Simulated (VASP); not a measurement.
The system is Zr.

```xyz
1
Lattice="2.9296 0.0000 0.0000 0.0000 2.9296 0.0000 0.0000 0.0000 2.9296" Properties=species:S:1:pos:R:3 pbc="T T T"
Zr    0.0000    0.0000    0.0000
```

```yaml
Program: VASP 6.6.1
Task: relaxation of cell and atoms
Functional: BLYP
Potentials_or_basis: VASP PAW PBE potentials, release 64 (Zr_sv)
Cutoff: 600 eV
k_mesh: 11 × 11 × 11
Occupations: fermi-dirac, width 0.1 eV
Spin: no spin polarisation
```

At the start: pressure 2.3 GPa; volume 25.14 Å³/atom.

Question: Where does the relaxation end?

Answer: Over 3 steps the energy falls by 6.1 meV/atom and the volume is 26.03 Å³/atom (+3.5 %); space group Pm-3m (No. 221, to 0.05 Å).

The path:
| step | energy change (eV) | largest force (eV/Å) | pressure (GPa) | volume (Å³) |
| --- | --- | --- | --- | --- |
| 1 | 0.0000 | 0.0000 | 2.27 | 25.14 |
| 2 | -0.0048 | 0.0000 | -0.97 | 26.46 |
| 3 | -0.0061 | 0.0000 | 0.02 | 26.03 |

Final structure:
```
CELL_PARAMETERS angstrom
2.96361 0.00000 0.00000
0.00000 2.96361 0.00000
0.00000 0.00000 2.96361
ATOMIC_POSITIONS crystal
Zr 0.00000 0.00000 0.00000
```

Caveat: the PAW data sets were made with another functional, which shifts forces and pressure a little.
